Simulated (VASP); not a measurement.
Here is a VASP 6.6.1 calculation.

File INCAR:

```
PREC = Accurate
ENCUT = 520
EDIFF = 1E-7
ISMEAR = 0
SIGMA = 0.02
LREAL = F
LASPH = T
NELM = 100
ALGO = Normal
ISIF = 2
LWAVE = F
LCHARG = T
GGA = PE
LELF = T
LVHAR = T
NBANDS = 11
```

KPOINTS

```
regular mesh
0
Gamma
  12 12 12
```

File POSCAR:

```
C
1.0
    0.0000000000      1.7857375347      1.7857375347
    1.7857375347      0.0000000000      1.7857375347
    1.7857375347      1.7857375347      0.0000000000
C
2
Direct
    0.5000000000      0.5000000000      0.5000000000
    0.7500000000      0.7500000000      0.7500000000
```

Potentials or basis: VASP PAW PBE potentials, release 64 (C).

The run is started by

```sh
$ cat potpaw_PBE.64/C/POTCAR > POTCAR
$ mpirun -np 1 vasp_std > vasp.out
```

Estimate the pressure.

0.7 GPa.

Estimate the band gap on the k mesh.

4.14 eV, indirect (least direct gap 5.58 eV).

A k mesh can miss the band edges. Expect the measured gap to be larger: semilocal functionals such as PBE lack the derivative discontinuity.
